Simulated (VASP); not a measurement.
Crystal: Ir.

```
Ir
1.0
     2.78758    0.00000    0.00000
    -1.39379    2.41412    0.00000
     0.00000    0.00000    4.52101
Ir
2
Direct
  0.33333 0.66667 0.25000
  0.66667 0.33333 0.75000
```

This cell differs from its parent crystal: volume scaled by 1.04.

Base run:

* Program: VASP 6.6.1
* Functional: PBEsol
* Potentials or basis: VASP PAW PBE potentials, release 64 (Ir)
* Cutoff: 520 eV
* k mesh: 11 × 11 × 6
* Occupations: fermi-dirac, width 0.05 eV
* Spin: no spin polarisation

Its results: band gap on the k mesh zero (band 9 reaches 9.97 eV, above the bottom of band 10 at 7.09 eV); pressure -23.0 GPa.

**Question.** The run is repeated on the same cell with these changes: functional from PBEsol to PBE0; k mesh from 11 × 11 × 6 to 6 × 6 × 4. What comes out?

**Answer.** Band gap on the k mesh zero (band 9 reaches 10.27 eV, above the bottom of band 10 at 5.96 eV); pressure -24.7 GPa.

Several settings changed at once, so the effect can't be laid on one alone.

Caveats: some runs use coarse meshes; the PAW data sets were made with another functional, which shifts forces and pressure a little; spin-orbit coupling is left out, which moves the levels of the heavy elements.
